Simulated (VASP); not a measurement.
A run of VASP 6.6.1:

The input INCAR:

```
SYSTEM = Zr
PREC     = Accurate       ! precision mode
ENCUT    = 520            ! plane-wave cutoff, eV
EDIFF    = 1E-6           ! SCF threshold, eV
ISMEAR   = 0              ! smearing method
SIGMA    = 0.05           ! smearing width, eV
LREAL    = .False.        ! projectors in reciprocal space
LASPH    = .True.         ! aspherical terms in the spheres
NELM     = 80             ! most SCF steps
ALGO     = Normal         ! electronic algorithm
ISIF     = 2              ! what is computed and relaxed
LWAVE    = .False.        ! write WAVECAR
LCHARG   = .True.         ! write CHGCAR
GGA      = PE             ! functional
LELF     = .True.         ! ELF
LVHAR    = .True.       
NBANDS   = 71             ! bands
```

The input KPOINTS:

```
regular mesh
0
Gamma
  1 1 7
  0 0 0
```

POSCAR

```
Zr
1.0
   15.5000000000      0.0000000000      0.0000000000
    0.0000000000     14.9000000000      0.0000000000
    0.0000000000      0.0000000000      4.8292607020
Zr
10
Direct
    0.4117911908      0.3261528569      0.2500000000
    0.2987771626      0.4721896465      0.2500000000
    0.5882088092      0.3261528569      0.2500000000
    0.5000000000      0.4930663337      0.2500000000
    0.3942041698      0.6490364441      0.2500000000
    0.7012228374      0.4721896465      0.2500000000
    0.6057958302      0.6490364441      0.2500000000
    0.3885389590      0.4810853683      0.7500000000
    0.6114610410      0.4810853683      0.7500000000
    0.5000000000      0.6500050346      0.7500000000
```

Potentials or basis: VASP PAW PBE potentials, release 64 (Zr_sv).

Command:

```sh
$ cat potpaw_PBE.64/Zr_sv/POTCAR > POTCAR
$ mpirun -np 1 vasp_std > vasp.out
```

Hardware: 1 thread of Intel(R) Xeon(R) 6975P-C (Granite Rapids), on a shared host.

Question: Estimate the wall time of this run.

Answer: Wall time 8.2 min on 1 thread of Intel(R) Xeon(R) 6975P-C (Granite Rapids), with other jobs on the host, peak memory 0.93 GiB. Counts: scf iterations 27, k points 4.
